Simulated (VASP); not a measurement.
# Li (Fm-3m) in VASP: further runs

The runs below take Li through single point, with PBE.

All numbers are computed with VASP 6.6.1; they aren't measurements. Logs are shortened: lines on timing, memory, paths and dates and some standing lists are left out, and cuts for length are marked.

### 1 The cell of the first run

Symmetry: Fm-3m, No. 225, cubic system. The conventional cell has a = 4.321 Å, b = 4.321 Å, c = 4.321 Å, α = 90.00°, β = 90.00°, γ = 90.00°. Li (site symmetry m-3m) has 12 Li at 3.06 Å within 4.0 Å.

This isn't the form of Li at room conditions, which is bcc.

### 2 Single point, PBE

Input file INCAR:

```
  PREC = Accurate
  ENCUT = 520
  EDIFF = 1E-7
  ISMEAR = -1
  SIGMA = 0.1
  LREAL = False
  LASPH = True
  NELM = 100
  ALGO = Normal
  ISIF = 2
  LWAVE = False
  LCHARG = False
  GGA = PE
  NBANDS = 8
```

Input file KPOINTS:

```
Automatic mesh
0
Gamma
  21 21 21
```

Input file POSCAR:

```
Li
1.0
    0.0000000000      2.1604092567      2.1604092567
    2.1604092567      0.0000000000      2.1604092567
    2.1604092567      2.1604092567      0.0000000000
Li
1
Direct
    0.0000000000      0.0000000000      0.0000000000
```

Potentials or basis: VASP PAW PBE potentials, release 64 (Li_sv).

Run with:

```
> cat potpaw_PBE.64/Li_sv/POTCAR > POTCAR
> mpirun -np 1 vasp_std > vasp.out
```

OUTCAR:

```text
PREC = Accurate
   ENCUT = 520
   EDIFF = 1E-7
   ISMEAR = -1
   LREAL = False
   LASPH = True
   NELM = 100
   ISIF = 2
   GGA = PE

 ion  position               nearest neighbor table
   1  0.000  0.000  0.000-

  LATTYP: Found a face centered cubic cell.
 ALAT       =     4.3208185134

  Lattice vectors:

 A1 = (   0.0000000000,   2.1604092567,   2.1604092567)
 A2 = (   2.1604092567,   0.0000000000,   2.1604092567)
 A3 = (   2.1604092567,   2.1604092567,   0.0000000000)

Analysis of symmetry for initial positions (statically):
=====================================================================
 Subroutine PRICEL returns:
 Original cell was already a primitive cell.

 Routine SETGRP: Setting up the symmetry group for a
 face centered cubic supercell.

 Subroutine GETGRP returns: Found 48 space group operations
 (whereof 48 operations were pure point group operations)
 out of a pool of 48 trial point group operations.

The static configuration has the point symmetry O_h .

Analysis of symmetry for dynamics (positions and initial velocities):
=====================================================================
 Subroutine PRICEL returns:
 Original cell was already a primitive cell.

 Routine SETGRP: Setting up the symmetry group for a
 face centered cubic supercell.

 Subroutine GETGRP returns: Found 48 space group operations
 (whereof 48 operations were pure point group operations)
 out of a pool of 48 trial point group operations.

The dynamic configuration has the point symmetry O_h .

 Subroutine INISYM returns: Found 48 space group operations
 (whereof 48 operations are pure point group operations),
 and found     1 'primitive' translations

----------------------------------------------------------------------------------------

                                     Primitive cell

  volume of cell :      20.1669

  direct lattice vectors                    reciprocal lattice vectors
     0.000000000  2.160409257  2.160409257    -0.231437631  0.231437631  0.231437631
     2.160409257  0.000000000  2.160409257     0.231437631 -0.231437631  0.231437631
     2.160409257  2.160409257  0.000000000     0.231437631  0.231437631 -0.231437631

  length of vectors
     3.055280071  3.055280071  3.055280071     0.400861735  0.400861735  0.400861735

  position of ions in fractional coordinates (direct lattice)
     0.000000000  0.000000000  0.000000000

  ion indices of the primitive-cell ions
   primitive index   ion index
                 1           1

----------------------------------------------------------------------------------------

 KPOINTS: Automatic mesh

Automatic generation of k-mesh.
 Grid dimensions read from file:
 generate k-points for:   21   21   21

 Generating k-lattice:

  Cartesian coordinates                     Fractional coordinates (reciprocal lattice)
    -0.011020840  0.011020840  0.011020840     0.047619048  0.000000000  0.000000000
     0.011020840 -0.011020840  0.011020840     0.000000000  0.047619048  0.000000000
     0.011020840  0.011020840 -0.011020840     0.000000000  0.000000000  0.047619048

  Length of vectors
     0.019088654  0.019088654  0.019088654

  Shift w.r.t. Gamma in fractional coordinates (k-lattice)
     0.000000000  0.000000000  0.000000000

 Subroutine IBZKPT returns following result:
 ===========================================

 Found    286 irreducible k-points:

 Following reciprocal coordinates:
            Coordinates               Weight
  0.000000  0.000000  0.000000      1.000000
  0.047619  0.000000  0.000000      8.000000
  0.095238  0.000000  0.000000      8.000000
  0.142857  0.000000  0.000000      8.000000
  0.190476  0.000000  0.000000      8.000000
  0.238095  0.000000  0.000000      8.000000
[... 16 lines left out ...]
 -0.428571  0.047619  0.000000     24.000000
 -0.380952  0.047619  0.000000     24.000000
 [... further k-points ...]
   k-points           NKPTS =    286   k-points in BZ     NKDIM =    286   number of bands    NBANDS=      8
   number of dos      NEDOS =    301   number of ions     NIONS =      1
   total plane-waves  NPLWV =  13824
   dimension x,y,z NGX =    24 NGY =   24 NGZ =   24
   dimension x,y,z NGXF=    48 NGYF=   48 NGZF=   48
   ions per type =               1
   NGX,Y,Z   is equivalent  to a cutoff of  13.06, 13.06, 13.06 a.u.
   NGXF,Y,Z  is equivalent  to a cutoff of  26.12, 26.12, 26.12 a.u.
 SYSTEM =  unknown system
   PREC   = accura    normal or accurate (medium, high low for compatibility)
   ISTART =      0    job   : 0-new  1-cont  2-samecut
   ICHARG =      2    charge: 1-file 2-atom 10-const
   ISPIN  =      1    spin polarized calculation?
   LNONCOLLINEAR =      F non collinear calculations
   LSORBIT =      F    spin-orbit coupling
   LASPH  =      T    aspherical Exc in radial PAW
   ENCUT  =  520.0 eV  38.22 Ry    6.18 a.u.   5.68  5.68  5.68*2*pi/ulx,y,z
   NELM   =    100;   NELMIN=  2; NELMDL= -5     # of ELM steps
   EDIFF  = 0.1E-06   stopping-criterion for ELM
   LREAL  =      F    real-space projection
   EDIFFG = 0.1E-05   stopping-criterion for IOM
   NSW    =      0    number of steps for IOM
   IBRION =     -1    ionic relax: 0-MD 1-quasi-New 2-CG
   NFREE  =      0    steps in history (QN), initial steepest desc. (CG)
   ISIF   =      2    stress and relaxation
   ISYM   =      2    0-nonsym 1-usesym 2-fastsym
   POTIM  = 0.5000    time-step for ionic-motion
   TEBEG  =    0.0;   TEEND  =   0.0 temperature during run
   PSTRESS=    0.0 pullay stress
   NELECT =       3.0000    total number of electrons
   NUPDOWN=      -1.0000    fix difference up-down
   EMIN   =  10.00;   EMAX   =-10.00  energy-range for DOS
   EFERMI =   0.00;   METHOD = LEGACY
   ISMEAR =    -1;   SIGMA  =   0.10  broadening in eV -4-tet -1-fermi 0-gaus
   EFERMI_NEDOS =   21; number of points for ismear=-14 and -15
   IALGO  =     38    algorithm
   IMIX   =      4    mixing-type and parameters
     AMIX     =   0.40;   BMIX     =  1.00
     AMIX_MAG =   1.60;   BMIX_MAG =  1.00
  volume/ion in A,a.u.               =      20.17       136.09
  Fermi-wavevector in a.u.,A,eV,Ry     =   0.867433  1.639210 10.237565  0.752440
  Thomas-Fermi vector in A             =   1.985966
   LORBIT       =      0    0 simple, 1 ext, 2 COOP (PROOUT), +10 PAW based schemes
   GGA     = PE    functional components
   LHFCALC =     F    Hartree Fock is set to
   AEXX    =    0.0000 exact exchange contribution
   IVDW    =     0    specifies the selected vdW correction
   LEPSILON=     F    determine dielectric tensor
   LRPA    =     F    only Hartree local field effects (RPA)
 non-spin polarized calculation
  energy-cutoff  :      520.00
  volume of cell :       20.17
 maximum number of plane-waves:       556
   NGX = 11   NGY = 11   NGZ = 11

 number of electron       2.9999995 magnetization

 Free energy of the ion-electron system (eV)
  ---------------------------------------------------
  ext. energy  EPLUGINS =         0.00000000
  ---------------------------------------------------
  free energy    TOTEN  =        -1.91436537 eV

  energy without entropy =       -1.89815424  energy(sigma->0) =       -1.90625981

 E-fermi :   0.6273     XC(G=0):  -7.0566

 val. band max:        0.6261026160   @ k =  -0.3810   0.1429   0.0476
 cond. band min:       0.6282481893   @ k =  -0.1905   0.3333   0.1429
 fundamental gap:      0.0021455734
 Fermi energy:         0.6272547872

 k-point     1 :       0.0000    0.0000    0.0000
  band No.  band energies     occupation
      1     -45.8806      2.00000
      2      -2.9277      2.00000
      3      15.0420      0.00000
      4      15.0420      0.00000
      5      15.0420      0.00000
      6      18.9337      0.00000
      7      18.9337      0.00000
      8      18.9337      0.00000

 k-point     2 :       0.0476    0.0000    0.0000
  band No.  band energies     occupation
      1     -45.8801      2.00000
      2      -2.8870      2.00000
      3      14.5721      0.00000
      4      14.9439      0.00000
      5      14.9439      0.00000
      6      18.3815      0.00000
      7      19.1055      0.00000
      8      19.1055      0.00000

 k-point     3 :       0.0952    0.0000    0.0000
  band No.  band energies     occupation
      1     -45.8790      2.00000
      2      -2.7651      2.00000
      3      13.4002      0.00000
      4      14.6992      0.00000
      5      14.6993      0.00000
      6      18.1301      0.00000
      7      19.5446      0.00000
      8      19.5446      0.00000

 k-point     4 :       0.1429    0.0000    0.0000
  band No.  band energies     occupation
      1     -45.8771      2.00000
      2      -2.5621      2.00000
      3      11.9498      0.00000
      4      14.3973      0.00000
      5      14.3974      0.00000
      6      18.2011      0.00000
      7      20.0236      0.00000
      8      20.0236      0.00000

 k-point     5 :       0.1905    0.0000    0.0000
  band No.  band energies     occupation
      1     -45.8748      2.00000
      2      -2.2783      2.00000
      3      10.4518      0.00000
      4      14.1017      0.00000
      5      14.1018      0.00000
      6      18.4082      0.00000
      7      20.0722      0.00000
      8      20.0722      0.00000
[... 177 lines left out ...]
 k-point    22 :      -0.4762    0.0476    0.0000
  band No.  band energies     occupation
      1     -45.8621      2.00000
      2       0.6611      0.83249
      3       3.6052      0.00000
      4      13.0185      0.00000
      5      13.1462      0.00000
      6      16.3647      0.00000
      7      17.5347      0.00000
      8      19.1680      0.00000

 k-point    23 :      -0.4286    0.0476    0.0000
  band No.  band energies     occupation
      1     -45.8627      2.00000
      2       0.3590      1.87199
      3       4.0365      0.00000
      4      12.8736      0.00000
      5      13.3362      0.00000
      6      16.5836      0.00000
      7      17.4753      0.00000
      8      19.2896      0.00000

 k-point    24 :      -0.3810    0.0476    0.0000
  band No.  band energies     occupation
      1     -45.8639      2.00000
      2      -0.1745      1.99934
      3       4.8921      0.00000
      4      12.7883      0.00000
      5      13.5536      0.00000
      6      16.9196      0.00000
      7      17.5865      0.00000
      8      19.5127      0.00000

 [... further k-points ...]
[... 5 lines left out ...]
  --------------------------------------------------------------------------------------
  -------------------------------------------------------------------------------------
  Total       -0.0018026     -0.0018026     -0.0018026      0.0000000      0.0000000      0.0000000
  in kB       -0.1432059     -0.1432059     -0.1432059      0.0000000      0.0000000      0.0000000
  external PRESSURE =      -0.1432059 kB  Pullay stress =       0.0000000 kB

 VOLUME and BASIS-vectors are now :
 -----------------------------------------------------------------------------
  energy-cutoff  :      520.00
  volume of cell :       20.17
      direct lattice vectors                 reciprocal lattice vectors
     0.000000000  2.160409257  2.160409257    -0.231437631  0.231437631  0.231437631
     2.160409257  0.000000000  2.160409257     0.231437631 -0.231437631  0.231437631
     2.160409257  2.160409257  0.000000000     0.231437631  0.231437631 -0.231437631

 POSITION                                       TOTAL-FORCE (eV/Angst)
 -----------------------------------------------------------------------------------
      0.00000      0.00000      0.00000         0.000000      0.000000      0.000000
 -----------------------------------------------------------------------------------
    total drift:                               -0.000000      0.000000     -0.000000

  FREE ENERGIE OF THE ION-ELECTRON SYSTEM (eV)
  ---------------------------------------------------
  free  energy   TOTEN  =        -1.9143653712 eV

  energy  without entropy=       -1.8981542432  energy(sigma->0) =       -1.90625981
```

Run time: 42 s. Hardware: 1 thread of Intel Xeon 8259CL, shared host; peak memory 0.15 GiB.

Results:

```yaml
Free_energy: -1.9144 eV
Band_gap_on_the_k_mesh: zero (an odd number of electrons rules out a gap without spin polarisation)
```

Caveat: the cutoff is under 1.25 times the usual one of these potentials, so pressure, stress and relaxed cells hold a basis-set (Pulay) error.

### 3 Single point, PBE (20.17 Å³/atom)

Input file INCAR:

```
SYSTEM = Li
PREC = Accurate
ENCUT = 520
EDIFF = 1E-6
ISMEAR = -1
SIGMA = 0.1
LREAL = .FALSE.
LASPH = .TRUE.
NELM = 60
ALGO = Normal
ISIF = 2
LWAVE = .FALSE.
LCHARG = .FALSE.
GGA = PE
NBANDS = 8
```

Input file KPOINTS:

```
Automatic mesh
0
G
  21 21 21
  0 0 0
```

POSCAR is that of step 2.

Potentials or basis: VASP PAW PBE potentials, release 64 (Li_sv).

Run with:

```
> cat potpaw_PBE.64/Li_sv/POTCAR > POTCAR
> mpirun -np 1 vasp_std > vasp.out
```

Wall time 33 s (1 thread of Intel Xeon 8259CL, shared host); peak memory 0.15 GiB.

It converged, with:

- Free energy: -1.9144 eV
- Band gap on the k mesh: zero (an odd number of electrons rules out a gap without spin polarisation)

Levels at points of the mesh, in eV from the Fermi level:
```tsv
k point	band 1	band 2	band 3	band 4	band 5	band 6
(0.00, 0.00, 0.00)	-46.51	-3.55	14.41	14.41	14.41	18.31
```

Caveat: the cutoff is under 1.25 times the usual one of these potentials, so pressure, stress and relaxed cells hold a basis-set (Pulay) error.

### 4 Single point, PBE (20.97 Å³/atom)

This run uses another cell than the first one, of 20.97 Å³/atom.

Input file INCAR:

```
PREC = Accurate
ENCUT = 520
EDIFF = 1E-6
ISMEAR = -1
SIGMA = 0.1
LREAL = F
LASPH = T
NELM = 80
ALGO = Normal
ISIF = 2
LWAVE = F
LCHARG = F
GGA = PE
NBANDS = 8
```

Input file KPOINTS:

```
regular mesh
0
Gamma
  21 21 21
```

Input file POSCAR:

```
Li
1.0
    0.0000000000      2.1888389545      2.1888389545
    2.1888389545      0.0000000000      2.1888389545
    2.1888389545      2.1888389545      0.0000000000
Li
1
Direct
    0.0000000000      0.0000000000      0.0000000000
```

Run with:

```
> cat potpaw_PBE.64/Li_sv/POTCAR > POTCAR
> mpirun -np 1 vasp_std > vasp.out
```

It took 31 s on 1 thread of Intel Xeon 8259CL, shared host; peak memory 0.16 GiB.

Results (log left out):

- Free energy: -1.9135 eV
- Band gap on the k mesh: zero (an odd number of electrons rules out a gap without spin polarisation)

Levels at points of the mesh, in eV from the Fermi level:
| k point | band 1 | band 2 | band 3 | band 4 | band 5 | band 6 | band 7 |
| --- | --- | --- | --- | --- | --- | --- | --- |
| (0.00, 0.00, 0.00) | -46.57 | -3.50 | 14.02 | 14.02 | 14.02 | 17.85 | 17.85 |

Caveat: the cutoff is under 1.25 times the usual one of these potentials, so pressure, stress and relaxed cells hold a basis-set (Pulay) error.

### 5 Single point, PBE (21.78 Å³/atom)

This run uses another cell than the first one, of 21.78 Å³/atom.

Input file INCAR:

```
SYSTEM = Li
PREC = Accurate
ENCUT = 520
EDIFF = 1E-6
ISMEAR = -1
SIGMA = 0.1
LREAL = .False.
LASPH = .True.
NELM = 80
ALGO = Normal
ISIF = 2
LWAVE = .False.
LCHARG = .False.
GGA = PE
NBANDS = 8
```

Input file KPOINTS:

```
regular mesh
0
Gamma
  21 21 21
  0 0 0
```

Input file POSCAR:

```
Li
1.0
    0.0000000000      2.2165487184      2.2165487184
    2.2165487184      0.0000000000      2.2165487184
    2.2165487184      2.2165487184      0.0000000000
Li
1
Direct
    0.0000000000      0.0000000000      0.0000000000
```

Run with:

```
> cat potpaw_PBE.64/Li_sv/POTCAR > POTCAR
> mpirun -np 1 vasp_std > vasp.out
```

Wall time 32 s (1 thread of Intel Xeon 8259CL, shared host); peak memory 0.16 GiB.

The run converged. Its results:

```yaml
Free_energy: -1.9103 eV
Band_gap_on_the_k_mesh: zero (an odd number of electrons rules out a gap without spin polarisation)
```

Levels at points of the mesh, in eV from the Fermi level:
```
           k point  band 1  band 2  band 3  band 4  band 5  band 6  band 7
(0.00, 0.00, 0.00)  -46.64   -3.45   13.65   13.65   13.65   17.43   17.43
```

Caveat: the cutoff is under 1.25 times the usual one of these potentials, so pressure, stress and relaxed cells hold a basis-set (Pulay) error.

(Continued in part 2 of 2.)
